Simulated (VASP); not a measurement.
BeSe4, 5 atoms in the cell. The structure is orthorhombic, space group Cmmm (No. 65). The conventional cell has a = 7.976 Å, b = 10.026 Å, c = 3.535 Å, α = 90.00°, β = 90.00°, γ = 90.00°. Within 2.9 Å of Be (site symmetry mmm) lie 4 Se at 2.19 Å. Se (site symmetry m2m) has 1 Se at 2.24 Å within 3.0 Å. Se (site symmetry 2mm) has 2 Be at 2.19 Å and 1 Se at 2.60 Å within 2.9 Å. 

```yaml
Program: VASP 6.6.1
Task: relaxation of cell and atoms
Functional: PBE
Potentials_or_basis: VASP PAW PBE potentials, release 64 (Be, Se)
Cutoff: 600 eV
k_mesh: 6 × 6 × 10
Occupations: gaussian, width 0.1 eV
Spin: no spin polarisation
Dipole_correction: no
Further_INCAR_settings: ALGO = Normal; EDIFF = 1e-06; IBRION = 2; EDIFFG = -0.01; NSW = 100; ISIF = 3
```

Potentials or basis: VASP PAW PBE potentials, release 64 (Be, Se).

Run with:

```bash
$ cat potpaw_PBE.64/Be/POTCAR potpaw_PBE.64/Se/POTCAR > POTCAR
$ mpirun -np 1 vasp_std > vasp.out
```

Hardware: 1 thread of Oxide Virtual Turin-like Processor (shared host).

How long does it take, and how much memory?

Wall time 8.6 min on 1 thread of Oxide Virtual Turin-like Processor, with other jobs on the host, peak memory 0.39 GiB. Counts: scf iterations 28, k points 78, ion steps 4.
